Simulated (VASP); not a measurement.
Here is a VASP 6.6.1 calculation.

Contents of INCAR:

```
PREC = Accurate
ENCUT = 520
EDIFF = 1E-6
ISMEAR = -1
SIGMA = 0.1
LREAL = F
LASPH = T
NELM = 100
ALGO = Normal
ISIF = 2
LWAVE = F
LCHARG = T
GGA = RE
LELF = T
LVHAR = T
NBANDS = 13
```

File KPOINTS:

```
Automatic mesh
0
Gamma
  11 11 11
```

Contents of POSCAR:

```
Sn
1.0
    3.0206167160      0.0000000000      0.0000000000
    0.0000000000      3.0206167160      0.0000000000
    0.0000000000      0.0000000000      3.0206167160
Sn
1
Direct
    0.0000000000      0.0000000000      0.0000000000
```

Potentials or basis: VASP PAW PBE potentials, release 64 (Sn_d).

The run is started by

```bash
$ cat potpaw_PBE.64/Sn_d/POTCAR > POTCAR
$ mpirun -np 1 vasp_std > vasp.out
```

Question: What does it give for the band gap on the k mesh?

Answer: Zero (band 7 reaches 13.32 eV, above the bottom of band 8 at 5.86 eV).

Question: What does it give for the pressure?

Answer: 4.9 GPa.

Caveat: the PAW data sets were made with another functional, which shifts forces and pressure a little; spin-orbit coupling is left out, which moves the levels of the heavy elements.
